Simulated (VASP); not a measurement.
# ZrB (Fm-3m) in VASP: a series of runs, part 2 of 2

VASP 6.6.1. Earlier steps stand in the parts before.

## Step 5: Single point, r2SCAN+rVV10

This run uses another cell than the first one, of 12.32 Å³/atom, 0.980 times its volume.

File POSCAR:

```
ZrB
1.0
    0.0000000000      2.3093955030      2.3093955030
    2.3093955030      0.0000000000      2.3093955030
    2.3093955030      2.3093955030      0.0000000000
Zr B
1 1
Direct
    0.0000000000      0.0000000000      0.0000000000
    0.5000000000      0.5000000000      0.5000000000
```

File INCAR.step1:

```
SYSTEM = ZrB
  ALGO = Normal
  EDIFF = 1E-4
  ENCUT = 520
  GGA = PE
  ISMEAR = 1
  LASPH = .TRUE.
  LCHARG = .FALSE.
  LREAL = .FALSE.
  LWAVE = .TRUE.
  NBANDS = 14
  NELM = 80
  PREC = Accurate
  SIGMA = 0.05
```

File INCAR.step2:

```
SYSTEM = ZrB
  ALGO = Normal
  BPARAM = 11.95
  CPARAM = 0.0093
  EDIFF = 1E-6
  ENCUT = 520
  ISIF = 2
  ISMEAR = 1
  ISTART = 1
  IVDW_NL = 2
  LASPH = .TRUE.
  LCHARG = .FALSE.
  LMIXTAU = .TRUE.
  LREAL = .FALSE.
  LUSE_VDW = .TRUE.
  LWAVE = .FALSE.
  METAGGA = R2SCAN
  NBANDS = 14
  NELM = 80
  PREC = Accurate
  SIGMA = 0.05
```

File KPOINTS:

```
k-points
0
G
  10 10 10
  0 0 0
```

Potentials or basis: VASP PAW PBE potentials, release 64 (Zr_sv, B).

On the command line:

```sh
cat potpaw_PBE.64/Zr_sv/POTCAR potpaw_PBE.64/B/POTCAR > POTCAR
cp INCAR.step1 INCAR
mpirun -np 1 vasp_std > vasp.out
cp INCAR.step2 INCAR
mpirun -np 1 vasp_std > vasp.out
```

OUTCAR:

```text
SYSTEM = ZrB
   BPARAM = 11.95
   EDIFF = 1E-6
   ENCUT = 520
   ISIF = 2
   ISMEAR = 1
   ISTART = 1
   IVDW_NL = 2
   LASPH = .TRUE.
   LREAL = .FALSE.
   METAGGA = R2SCAN
   NELM = 80
   PREC = Accurate

 ion  position               nearest neighbor table
   1  0.000  0.000  0.000-   2 2.31   2 2.31   2 2.31   2 2.31   2 2.31   2 2.31
   2  0.500  0.500  0.500-   1 2.31   1 2.31   1 2.31   1 2.31   1 2.31   1 2.31

  LATTYP: Found a face centered cubic cell.
 ALAT       =     4.6187910060

  Lattice vectors:

 A1 = (   0.0000000000,   2.3093955030,   2.3093955030)
[... 589 lines left out ...]
     11      17.0857      0.00000
     12      17.3237      0.00000
     13      21.6924      0.00000
     14      24.7651      0.00000

 [... further k-points ...]
[... 5 lines left out ...]
  --------------------------------------------------------------------------------------
  -------------------------------------------------------------------------------------
  Total        6.4117936      6.4117936      6.4117936      0.0000000      0.0000000     -0.0000000
  in kB      417.0279563    417.0279563    417.0279563      0.0000000      0.0000000     -0.0000000
  external PRESSURE =     417.0279563 kB  Pullay stress =       0.0000000 kB

 VOLUME and BASIS-vectors are now :
 -----------------------------------------------------------------------------
  energy-cutoff  :      520.00
  volume of cell :       24.63
      direct lattice vectors                 reciprocal lattice vectors
     0.000000000  2.309395503  2.309395503    -0.216506873  0.216506873  0.216506873
     2.309395503  0.000000000  2.309395503     0.216506873 -0.216506873  0.216506873
     2.309395503  2.309395503  0.000000000     0.216506873  0.216506873 -0.216506873

 POSITION                                       TOTAL-FORCE (eV/Angst)
 -----------------------------------------------------------------------------------
      0.00000      0.00000      0.00000        -0.000000     -0.000000     -0.000000
      2.30940      2.30940      2.30940         0.000000      0.000000      0.000000
 -----------------------------------------------------------------------------------
    total drift:                                0.000000     -0.000000     -0.000000

  FREE ENERGIE OF THE ION-ELECTRON SYSTEM (eV)
  ---------------------------------------------------
  free  energy   TOTEN  =       -30.2054138188 eV

  energy  without entropy=      -30.2042475497  energy(sigma->0) =      -30.20502506
```

OUTCAR.step1:

```text
SYSTEM = ZrB
   EDIFF = 1E-4
   ENCUT = 520
   GGA = PE
   ISMEAR = 1
   LASPH = .TRUE.
   LREAL = .FALSE.
[... 628 lines left out ...]
      0.00000      0.00000      0.00000         0.000000     -0.000000     -0.000000
      2.30940      2.30940      2.30940         0.000000      0.000000      0.000000
 -----------------------------------------------------------------------------------
    total drift:                                0.000000     -0.000000     -0.000000

  FREE ENERGIE OF THE ION-ELECTRON SYSTEM (eV)
  ---------------------------------------------------
  free  energy   TOTEN  =       -15.4638084173 eV

  energy  without entropy=      -15.4638642817  energy(sigma->0) =      -15.46382704
```

OSZICAR.step1:

```text
N       E                     dE             d eps       ncg     rms          rms(c)
DAV:   1     0.980879506445E+02    0.98088E+02   -0.80119E+03  1324   0.104E+03
DAV:   2    -0.133059901453E+02   -0.11139E+03   -0.10546E+03  1616   0.288E+02
DAV:   3    -0.171351846346E+02   -0.38292E+01   -0.37937E+01  1966   0.455E+01
DAV:   4    -0.171892690454E+02   -0.54084E-01   -0.54069E-01  1550   0.521E+00
DAV:   5    -0.171907366615E+02   -0.14676E-02   -0.14676E-02  1998   0.527E-01    0.244E+01
DAV:   6    -0.154683747498E+02    0.17224E+01   -0.23959E+00  1570   0.142E+01    0.938E+00
DAV:   7    -0.154589323190E+02    0.94424E-02   -0.31210E-01  1882   0.392E+00    0.384E+00
DAV:   8    -0.154642902213E+02   -0.53579E-02   -0.30151E-02  1610   0.161E+00    0.478E-01
DAV:   9    -0.154637205168E+02    0.56970E-03   -0.22195E-03  1466   0.328E-01    0.149E-01
DAV:  10    -0.154638084173E+02   -0.87901E-04   -0.26599E-04  1532   0.190E-01
   1 F= -.15463808E+02 E0= -.15463827E+02  d E =0.558644E-04
```

It took 64 s on 1 thread of Intel Xeon 6975P-C (Granite Rapids), shared host; peak memory 0.22 GiB.

Results:

```
Free energy : -30.2054 eV
Pressure    : 41.7 GPa
```

Caveat: the PAW data sets were made with another functional, which shifts forces and pressure a little.

## Step 6: Single point, r2SCAN+rVV10

File POSCAR:

```
ZrB
1.0
    0.0000000000      2.3250000000      2.3250000000
    2.3250000000      0.0000000000      2.3250000000
    2.3250000000      2.3250000000      0.0000000000
Zr B
1 1
Direct
    0.0000000000      0.0000000000      0.0000000000
    0.5000000000      0.5000000000      0.5000000000
```

File INCAR.step1:

```
SYSTEM = ZrB
PREC     = Accurate       ! precision mode
ENCUT    = 520            ! plane-wave cutoff, eV
ISMEAR   = 1              ! smearing method
SIGMA    = 0.05           ! smearing width, eV
LREAL    = .False.        ! projectors in reciprocal space
LASPH    = .True.         ! aspherical terms in the spheres
NELM     = 100            ! most SCF steps
NBANDS   = 14             ! bands
GGA      = PE             ! functional
ALGO     = Normal         ! electronic algorithm
EDIFF    = 1E-4           ! SCF threshold, eV
LWAVE    = .True.         ! write WAVECAR
LCHARG   = .False.        ! write CHGCAR
```

File INCAR.step2:

```
SYSTEM = ZrB
PREC     = Accurate       ! precision mode
ENCUT    = 520            ! plane-wave cutoff, eV
EDIFF    = 1E-6           ! SCF threshold, eV
ISMEAR   = 1              ! smearing method
SIGMA    = 0.05           ! smearing width, eV
LREAL    = .False.        ! projectors in reciprocal space
LASPH    = .True.         ! aspherical terms in the spheres
NELM     = 100            ! most SCF steps
ALGO     = Normal         ! electronic algorithm
ISIF     = 2              ! what is computed and relaxed
LWAVE    = .False.        ! write WAVECAR
LCHARG   = .False.        ! write CHGCAR
METAGGA  = R2SCAN         ! meta-GGA
LMIXTAU  = .True.       
LUSE_VDW = .True.       
IVDW_NL  = 2            
BPARAM   = 11.95        
CPARAM   = 0.0093       
NBANDS   = 14             ! bands
ISTART   = 1
```

File KPOINTS:

```
Automatic mesh
0
Gamma
  10 10 10
  0 0 0
```

Potentials or basis: VASP PAW PBE potentials, release 64 (Zr_sv, B).

On the command line:

```sh
cat potpaw_PBE.64/Zr_sv/POTCAR potpaw_PBE.64/B/POTCAR > POTCAR
cp INCAR.step1 INCAR
mpirun -np 1 vasp_std > vasp.out
cp INCAR.step2 INCAR
mpirun -np 1 vasp_std > vasp.out
```

It took 60 s on 1 thread of Intel Xeon 6975P-C (Granite Rapids), shared host; peak memory 0.22 GiB.

Results (log left out):

| Item | Value |
| --- | --- |
| Free energy | -30.3269 eV |
| Pressure | 35.7 GPa |

Levels at points of the mesh, in eV from the Fermi level:
| k point | band 5 | band 6 | band 7 | band 8 | band 9 | band 10 | band 11 | band 12 |
| --- | --- | --- | --- | --- | --- | --- | --- | --- |
| (0.00, 0.00, 0.00) | -8.92 | 2.18 | 2.18 | 2.18 | 3.89 | 3.89 | 4.01 | 4.01 |
| (0.50, 0.00, 0.00) | -4.40 | -4.04 | -1.49 | -1.49 | 6.19 | 6.19 | 7.89 | 8.58 |
| (0.50, 0.50, 0.00) | -7.03 | -1.09 | -0.42 | 2.65 | 2.65 | 5.71 | 7.39 | 7.39 |

Caveat: the PAW data sets were made with another functional, which shifts forces and pressure a little.

## Step 7: Overview

```tsv
task	level	cell	cutoff (eV)	smearing	gap on the mesh (eV)	pressure (GPa)
relaxation of cell and atoms	RPBE+D3(BJ)	relaxed from a = 3.288 Å, angles 60.0°, 2 atoms	600	fermi-dirac 0.05 eV	none	0.0
single point	r2SCAN+rVV10	a = 3.221 Å, angles 60.0°, 2 atoms	520	methfessel-paxton 0.05 eV	none	55.4
single point	r2SCAN+rVV10	a = 3.244 Å, angles 60.0°, 2 atoms	520	methfessel-paxton 0.05 eV	none	48.3
single point	r2SCAN+rVV10	a = 3.266 Å, angles 60.0°, 2 atoms	520	methfessel-paxton 0.05 eV	none	41.7
single point	r2SCAN+rVV10	a = 3.288 Å, angles 60.0°, 2 atoms	520	methfessel-paxton 0.05 eV	none	35.7
```

Alike in all rows: potentials or basis VASP PAW PBE potentials, release 64 (Zr_sv, B); no spin polarisation; k mesh 10 × 10 × 10.

Caveats: the PAW data sets were made with another functional, which shifts forces and pressure a little; pairwise dispersion overbinds metals, which lowers pressure and volume (some runs).

Absolute energies hang on the potentials; compare differences alone.
